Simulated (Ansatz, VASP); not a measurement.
**One calculation of Au, two programs**

Contents of INCAR:

```
PREC = Accurate
ENCUT = 500
EDIFF = 1E-6
ISMEAR = 0
SIGMA = 0.1
LREAL = F
LASPH = T
NELM = 120
ALGO = Normal
ISIF = 2
LWAVE = F
LCHARG = F
GGA = PS
NBANDS = 12
GGA_COMPAT = F
```

The input KPOINTS:

```
Automatic mesh
0
Gamma
  8 8 8
```

POSCAR

```
Au
1.0
   -1.4584792887      1.4584792887      2.2188634728
    1.4584792887     -1.4584792887      2.2188634728
    1.4584792887      1.4584792887     -2.2188634728
Au
1
Direct
    0.0000000000      0.0000000000      0.0000000000
```

Input for Ansatz:

```yaml
crystal:
  lattice:
    - [-1.4584792887, 1.4584792887, 2.2188634728]
    - [1.4584792887, -1.4584792887, 2.2188634728]
    - [1.4584792887, 1.4584792887, -2.2188634728]
  atoms:
    - { symbol: Au, position: [0.0, 0.0, 0.0] }
basis:
  ecutwfc: 420
kpoints:
  mp_grid: { grid: [8, 8, 8] }
hamiltonian:
  xc: pbesol
scf:
  occupations: { method: gaussian, width: 0.1 }
  lower_state_search: "off"
output:
  forces: true
  stress: true
  eigenvalues: true
```

Alike in both runs: task single point; functional PBEsol; k mesh 8 × 8 × 8; occupations gaussian, width 0.1 eV; no spin polarisation.

|  | VASP | Ansatz |
| --- | --- | --- |
| version | VASP 6.6.1 | Ansatz 0.2.0 |
| potentials or method | VASP PAW PBE potentials, release 64 (Au), cutoff 500 eV | scalar-relativistic, plane waves, PAW |
| valence electrons in the cell | 11 | 19 |

|  | VASP | Ansatz | Ansatz less VASP |
| --- | --- | --- | --- |
| gap on the k mesh at the Fermi level (eV) | none | none | - |
| pressure (GPa) | -13.0 | -12.8 | +0.19 |
| traceless stress, the component that is largest in VASP (GPa) | 0.90 | 0.93 | +0.028 |

VASP's potentials were made for PBE, not for PBEsol. A gap of «none» marks a metal or a gap that the smearing closes. The functional is the same, so the differences come from potentials, cutoffs and numerics. VASP's potentials hold 11 valence electrons a cell and Ansatz's 19, so a difference there can come from the potentials and not from the codes.

The k mesh is coarse, so the values compare programs but aren't converged. Spin-orbit coupling is off throughout.
